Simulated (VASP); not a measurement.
Here is a VASP 6.6.1 calculation.

INCAR

```
SYSTEM = Si
PREC = Accurate ; ENCUT = 520
EDIFF = 1E-6 ; ISMEAR = 0
SIGMA = 0.01 ; LREAL = .False.
LASPH = .True. ; NELM = 80
ALGO = Normal ; ISIF = 2
LWAVE = .False. ; LCHARG = .False.
GGA = PE ; NBANDS = 11
```

Contents of KPOINTS:

```
regular mesh
0
Gamma
  6 6 6
  0 0 0
```

File POSCAR:

```
Si
1.0
    0.0000000000      2.7221188956      2.7221188956
    2.7221188956      0.0000000000      2.7221188956
    2.7221188956      2.7221188956      0.0000000000
Si
2
Direct
    0.0000000000      0.0000000000      0.0000000000
    0.2500000000      0.2500000000      0.2500000000
```

Potentials or basis: VASP PAW PBE potentials, release 64 (Si).

Command:

```console
$ cat potpaw_PBE.64/Si/POTCAR > POTCAR
$ mpirun -np 1 vasp_std > vasp.out
```

(1) Estimate the band gap on the k mesh.

(2) What does it give for the pressure?

Answers

(1) 0.72 eV, indirect (least direct gap 2.56 eV).

(2) 1.3 GPa.
